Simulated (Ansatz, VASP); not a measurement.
GdRu3: VASP beside Ansatz

```
Gd Ru
1.0
     4.06838    0.00000    0.00000
     0.00000    4.06838    0.00000
     0.00000    0.00000    4.06838
Gd Ru
1 3
Cartesian
  0.0000 0.0000 0.0000
  0.0000 2.0342 2.0342
  2.0342 2.0342 0.0000
  2.0342 0.0000 2.0342
```

Alike in both runs: task single point; functional PBE; k mesh 8 × 8 × 8; occupations gaussian, width 0.05 eV; collinear spin; Hubbard terms Gd f U = 2.0 eV.

|  | VASP | Ansatz |
| --- | --- | --- |
| version | VASP 6.6.1 | Ansatz 0.2.0 |
| potentials or method | VASP PAW PBE potentials, release 64 (Gd, Ru_pv), cutoff 520 eV | scalar-relativistic, plane waves, PAW |
| valence electrons in the cell | 60 | 66 |

|  | VASP | Ansatz | Ansatz less VASP |
| --- | --- | --- | --- |
| gap on the k mesh at the Fermi level (eV) | none | none | - |
| pressure (GPa) | -0.9 | -1.1 | -0.20 |
| net moment per atom (μB) | 1.49 | 1.49 | -0.002 |
| size of the moment on the site where the two differ most (μB) | 6.82 | 6.95 | +0.135 |

Site moments also hang on the region over which each program counts them. The programs project onto different local orbitals, so the same U acts differently, and such runs can settle in different states. A gap of «none» marks a metal or a gap that the smearing closes. VASP's potentials hold 60 valence electrons a cell and Ansatz's 66, so a difference there can come from the potentials and not from the codes. Ansatz's warnings: filled band counts differ across k points.

Spin-orbit coupling is off throughout.
